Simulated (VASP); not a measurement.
Al4B3P: single point with PBE

The system is Al4B3P.

```
Al B P
1.0
     3.50915    0.00000    0.00000
    -1.75458    3.03902    0.00000
     0.00000    0.00000    9.62881
Al B P
4 3 1
Cartesian
  1.7546 1.0130 3.2115
  1.7546 1.0130 8.4251
  0.0000 2.0260 6.4174
  0.0000 2.0260 1.2037
  0.0000 0.0000 0.0000
  0.0000 0.0000 7.8899
  0.0000 0.0000 1.7389
  0.0000 0.0000 4.8144
```

The cell was generated, and may not be a known phase.

- Program: VASP 6.6.1
- Task: single point
- Functional: PBE
- Potentials or basis: VASP PAW PBE potentials, release 64 (Al, B, P)
- Cutoff: 520 eV
- k mesh: 5 × 5 × 2
- Occupations: gaussian, width 0.2 eV
- Spin: no spin polarisation

The pressure is -0.2 GPa, the largest force is 0.044 eV/Å and the band gap on the k mesh is zero (bands 13 and 14 overlap by 2.54 eV).

Forces on the atoms (eV/Å):
```
Al   0.000  0.000  0.004
Al   0.000  0.000  0.004
Al   0.000  0.000 -0.004
Al   0.000  0.000 -0.004
B    0.000  0.000  0.000
B    0.000  0.000 -0.044
B    0.000  0.000  0.044
P    0.000  0.000  0.000
```

Stress tensor (GPa, compression positive):
```
-0.28  0.00  0.00
 0.00 -0.28  0.00
 0.00  0.00  0.09
```

Levels at points of the mesh, in eV from the Fermi level:
```csv
k point,band 10,band 11,band 12,band 13,band 14,band 15,band 16,band 17
"(0.00, 0.00, 0.00)",-0.18,0.35,0.35,0.99,3.00,3.49,3.49,3.76
"(0.00, 0.00, 0.50)",-0.41,0.69,0.69,1.67,3.38,3.38,3.42,3.73
```

Wall time 54 s on 1 thread of Intel Xeon 8259CL, with other jobs on the host, peak memory 0.23 GiB.

Caveat: the k points lie up to 0.41 Å⁻¹ apart, too coarse for converged energies and pressures of a metal.
